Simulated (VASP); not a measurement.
A run of VASP 6.6.1:

File INCAR:

```
SYSTEM = HfO2
  ALGO = Normal
  EDIFF = 1E-6
  EDIFFG = -0.001
  ENCUT = 600
  GGA = CA
  IBRION = 2
  ISIF = 3
  ISMEAR = 0
  LASPH = .True.
  LCHARG = .False.
  LREAL = .False.
  LWAVE = .False.
  NELM = 80
  NSW = 80
  PREC = Accurate
  SIGMA = 0.01
```

The input KPOINTS:

```
k-points
0
Gamma
  8 8 8
  0 0 0
```

POSCAR

```
HfO2
1.0
    0.0000000000      2.5005395321      2.5005395321
    2.5005395321      0.0000000000      2.5005395321
    2.5005395321      2.5005395321      0.0000000000
Hf O
1 2
Direct
    0.0000000000      0.0000000000      0.0000000000
    0.2500000000      0.2500000000      0.2500000000
    0.7500000000      0.7500000000      0.7500000000
```

Potentials or basis: VASP PAW LDA potentials, release 64 (Hf_pv, O).

The run is started by

```sh
$ cat potpaw_LDA.64/Hf_pv/POTCAR potpaw_LDA.64/O/POTCAR > POTCAR
$ mpirun -np 1 vasp_std > vasp.out
```

Hardware: 1 thread of Intel Xeon 6975P-C, with other jobs on the host.

Question: Estimate the wall time of this run.

Answer: Wall time 28 s on 1 thread of Intel Xeon 6975P-C, on a shared host, peak memory 0.16 GiB. Counts: scf iterations 26, k points 29, ion steps 3.
